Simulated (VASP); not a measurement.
# HfH (P6_3/mmc) in VASP: further runs

The runs below take HfH through single point, relaxation of cell and atoms, with PBE.

All numbers are computed with VASP 6.6.1; they aren't measurements. Logs are shortened: lines on timing, memory, paths and dates and some standing lists are left out, and cuts for length are marked.

## (1) The cell of the first run

It takes space group P6_3/mmc (No. 194, hexagonal). The conventional cell has a = 3.205 Å, b = 3.205 Å, c = 5.321 Å, α = 90.00°, β = 90.00°, γ = 120.00°. Hf (site symmetry -6m2) has 6 H at 2.28 Å within 3.0 Å. H (site symmetry -3m) has 6 Hf at 2.28 Å and 2 H at 2.66 Å within 3.0 Å.

## (2) Single point, PBE

Input file INCAR:

```
  ALGO = Normal
  EDIFF = 1E-7
  ENCUT = 520
  GGA = PE
  ISIF = 2
  ISMEAR = 0
  LASPH = True
  LCHARG = False
  LREAL = False
  LWAVE = False
  NBANDS = 19
  NELM = 100
  PREC = Accurate
  SIGMA = 0.1
```

Input file KPOINTS:

```
k-points
0
Gamma
  6 6 4
```

Input file POSCAR:

```
HfH
1.0
    3.2054676161      0.0000000000      0.0000000000
   -1.6027338081      2.7760163866      0.0000000000
    0.0000000000      0.0000000000      5.3205292943
Hf H
2 2
Direct
    0.3333333333      0.6666666667      0.7500000000
    0.6666666667      0.3333333333      0.2500000000
    0.0000000000      0.0000000000      0.0000000000
    0.0000000000      0.0000000000      0.5000000000
```

Potentials or basis: VASP PAW PBE potentials, release 64 (Hf_pv, H).

Command:

```console
$ cat potpaw_PBE.64/Hf_pv/POTCAR potpaw_PBE.64/H/POTCAR > POTCAR
$ mpirun -np 1 vasp_std > vasp.out
```

OUTCAR:

```text
EDIFF = 1E-7
   ENCUT = 520
   GGA = PE
   ISIF = 2
   ISMEAR = 0
   LASPH = True
   LREAL = False
   NELM = 100
   PREC = Accurate

 ion  position               nearest neighbor table
   1  0.333  0.667  0.750-   3 2.28   4 2.28   3 2.28   4 2.28   3 2.28   4 2.28   2 3.24   2 3.24
                             2 3.24   2 3.24   2 3.24   2 3.24
   2  0.667  0.333  0.250-   3 2.28   4 2.28   3 2.28   4 2.28   3 2.28   4 2.28   1 3.24   1 3.24
                             1 3.24   1 3.24   1 3.24   1 3.24
   3  0.000  0.000  0.000-   1 2.28   2 2.28   2 2.28   1 2.28   2 2.28   1 2.28
   4  0.000  0.000  0.500-   1 2.28   2 2.28   2 2.28   1 2.28   2 2.28   1 2.28

  LATTYP: Found a hexagonal cell.
 ALAT       =     3.2054676161
 C/A-ratio  =     1.6598293702

  Lattice vectors:

 A1 = (   3.2054676161,   0.0000000000,   0.0000000000)
 A2 = (  -1.6027338081,   2.7760163866,   0.0000000000)
 A3 = (   0.0000000000,   0.0000000000,   5.3205292943)

Analysis of symmetry for initial positions (statically):
=====================================================================
 Subroutine PRICEL returns:
 Original cell was already a primitive cell.

 Routine SETGRP: Setting up the symmetry group for a
 hexagonal supercell.

 Subroutine GETGRP returns: Found 24 space group operations
 (whereof 12 operations were pure point group operations)
 out of a pool of 24 trial point group operations.

The static configuration has the point symmetry D_3d.
 The point group associated with its full space group is D_6h.

Analysis of symmetry for dynamics (positions and initial velocities):
=====================================================================
 Subroutine PRICEL returns:
 Original cell was already a primitive cell.

 Routine SETGRP: Setting up the symmetry group for a
 hexagonal supercell.

 Subroutine GETGRP returns: Found 24 space group operations
 (whereof 12 operations were pure point group operations)
 out of a pool of 24 trial point group operations.

The dynamic configuration has the point symmetry D_3d.
 The point group associated with its full space group is D_6h.

 Subroutine INISYM returns: Found 24 space group operations
 (whereof 12 operations are pure point group operations),
 and found     1 'primitive' translations

----------------------------------------------------------------------------------------

                                     Primitive cell

  volume of cell :      47.3444

[... 89 lines left out ...]
   LREAL  =      F    real-space projection
   EDIFFG = 0.1E-05   stopping-criterion for IOM
   NSW    =      0    number of steps for IOM
   IBRION =     -1    ionic relax: 0-MD 1-quasi-New 2-CG
   NFREE  =      0    steps in history (QN), initial steepest desc. (CG)
   ISIF   =      2    stress and relaxation
   ISYM   =      2    0-nonsym 1-usesym 2-fastsym
   POTIM  = 0.5000    time-step for ionic-motion
   TEBEG  =    0.0;   TEEND  =   0.0 temperature during run
   PSTRESS=    0.0 pullay stress
   NELECT =      22.0000    total number of electrons
   NUPDOWN=      -1.0000    fix difference up-down
   EMIN   =  10.00;   EMAX   =-10.00  energy-range for DOS
   EFERMI =   0.00;   METHOD = LEGACY
   ISMEAR =     0;   SIGMA  =   0.10  broadening in eV -4-tet -1-fermi 0-gaus
   EFERMI_NEDOS =   21; number of points for ismear=-14 and -15
   IALGO  =     38    algorithm
   IMIX   =      4    mixing-type and parameters
     AMIX     =   0.40;   BMIX     =  1.00
     AMIX_MAG =   1.60;   BMIX_MAG =  1.00
  volume/ion in A,a.u.               =      11.84        79.87
  Fermi-wavevector in a.u.,A,eV,Ry     =   1.268021  2.396211 21.876484  1.607876
  Thomas-Fermi vector in A             =   2.401138
   LORBIT       =      0    0 simple, 1 ext, 2 COOP (PROOUT), +10 PAW based schemes
   GGA     = PE    functional components
   LHFCALC =     F    Hartree Fock is set to
   AEXX    =    0.0000 exact exchange contribution
   IVDW    =     0    specifies the selected vdW correction
   LEPSILON=     F    determine dielectric tensor
   LRPA    =     F    only Hartree local field effects (RPA)
 non-spin polarized calculation
 Gauss-broadening in eV      SIGMA  =   0.10
  energy-cutoff  :      520.00
  volume of cell :       47.34
 maximum number of plane-waves:      1290
 NGX is ok and might be reduce to    24
   NGX = 11   NGY = 11   NGZ = 19

 number of electron      22.0000000 magnetization

 Free energy of the ion-electron system (eV)
  ---------------------------------------------------
  ext. energy  EPLUGINS =         0.00000000
  ---------------------------------------------------
  free energy    TOTEN  =       -27.41560276 eV

  energy without entropy =      -27.40457645  energy(sigma->0) =      -27.41008960

 E-fermi :   5.1902     XC(G=0): -11.5495

 val. band max:        5.1872877208   @ k =   0.1667   0.1667   0.0000
 cond. band min:       5.2590789210   @ k =   0.3333   0.0000   0.0000
 fundamental gap:      0.0717912002
 Fermi energy:         5.1902125682

 k-point     1 :       0.0000    0.0000    0.0000
  band No.  band energies     occupation
      1     -25.7425      2.00000
      2     -25.1378      2.00000
      3     -25.1378      2.00000
      4     -25.0558      2.00000
      5     -25.0558      2.00000
      6     -25.0520      2.00000
[... 439 lines left out ...]
      6     -25.1786      2.00000
[... 11 lines left out ...]
     18      12.5949      0.00000
     19      13.0953      0.00000

------------------------ aborting loop because EDIFF is reached ----------------------------------------

  FORCE on cell =-STRESS in cart. coord.  units (eV):
  Direction    XX          YY          ZZ          XY          YZ          ZX
  --------------------------------------------------------------------------------------
  -------------------------------------------------------------------------------------
  Total       -0.0932898     -0.0932898     -0.2658831      0.0000000      0.0000000      0.0000000
  in kB       -3.1570146     -3.1570146     -8.9977318      0.0000000      0.0000000      0.0000000
  external PRESSURE =      -5.1039203 kB  Pullay stress =       0.0000000 kB

 VOLUME and BASIS-vectors are now :
 -----------------------------------------------------------------------------
  energy-cutoff  :      520.00
  volume of cell :       47.34
      direct lattice vectors                 reciprocal lattice vectors
     3.205467616  0.000000000  0.000000000     0.311966964  0.180114211  0.000000000
    -1.602733808  2.776016387  0.000000000     0.000000000  0.360228421  0.000000000
     0.000000000  0.000000000  5.320529294     0.000000000  0.000000000  0.187951225

 POSITION                                       TOTAL-FORCE (eV/Angst)
 -----------------------------------------------------------------------------------
     -0.00000      1.85068      3.99040        -0.000000      0.000000      0.000000
      1.60273      0.92534      1.33013         0.000000      0.000000      0.000000
      0.00000      0.00000      0.00000         0.000000     -0.000000      0.000000
      0.00000      0.00000      2.66026         0.000000     -0.000000      0.000000
 -----------------------------------------------------------------------------------
    total drift:                                0.000000     -0.000000      0.000000

  FREE ENERGIE OF THE ION-ELECTRON SYSTEM (eV)
  ---------------------------------------------------
  free  energy   TOTEN  =       -27.4156027583 eV

  energy  without entropy=      -27.4045764511  energy(sigma->0) =      -27.41008960
```

OSZICAR:

```text
N       E                     dE             d eps       ncg     rms          rms(c)
DAV:   1     0.536980991299E+02    0.53698E+02   -0.11897E+04   798   0.108E+03
DAV:   2    -0.263146926766E+02   -0.80013E+02   -0.77930E+02   975   0.255E+02
DAV:   3    -0.287790640104E+02   -0.24644E+01   -0.24234E+01  1084   0.302E+01
DAV:   4    -0.287963914834E+02   -0.17327E-01   -0.17319E-01  1030   0.277E+00
DAV:   5    -0.287965105447E+02   -0.11906E-03   -0.11906E-03  1002   0.218E-01    0.642E+01
DAV:   6    -0.276777457651E+02    0.11188E+01   -0.12133E+00   958   0.623E+00    0.403E+01
DAV:   7    -0.274864216728E+02    0.19132E+00   -0.19589E+00   995   0.765E+00    0.348E+00
DAV:   8    -0.274165586226E+02    0.69863E-01   -0.34173E-01   936   0.326E+00    0.629E-01
DAV:   9    -0.274157072962E+02    0.85133E-03   -0.14586E-02   968   0.750E-01    0.395E-01
DAV:  10    -0.274156224062E+02    0.84890E-04   -0.14266E-03   961   0.200E-01    0.420E-01
DAV:  11    -0.274156038265E+02    0.18580E-04   -0.17364E-04   960   0.754E-02    0.458E-02
DAV:  12    -0.274156030341E+02    0.79242E-06   -0.76433E-06  1001   0.155E-02    0.622E-03
DAV:  13    -0.274156028242E+02    0.20990E-06   -0.17495E-07   854   0.265E-03    0.101E-03
DAV:  14    -0.274156027583E+02    0.65899E-07   -0.73899E-09   477   0.695E-04
   1 F= -.27415603E+02 E0= -.27410090E+02  d E =-.110263E-01
```

stdout:

```text
POSCAR found type information on POSCAR HfH
 POSCAR found :  2 types and       4 ions
 scaLAPACK will be used
 LDA part: xc-table for (Slater+PW92), standard interpolation
 POSCAR, INCAR and KPOINTS ok, starting setup
 FFT: planning ... GRIDC
 FFT: planning ... GRID_SOFT
 FFT: planning ... GRID
 WAVECAR not read
 entering main loop
```

Run time: 10 s. Hardware: 1 thread of Intel Xeon Platinum 8559C (Emerald Rapids), shared host; peak memory 0.16 GiB.

Results:

- Free energy: -27.4156 eV
- Pressure: -0.5 GPa
- Band gap on the k mesh: zero (band 11 reaches 6.11 eV, above the bottom of band 12 at 4.45 eV)

Caveat: the k points lie up to 0.38 Å⁻¹ apart; spin-orbit coupling is left out, which moves the levels of the heavy elements.

[end of part 1 of 2]
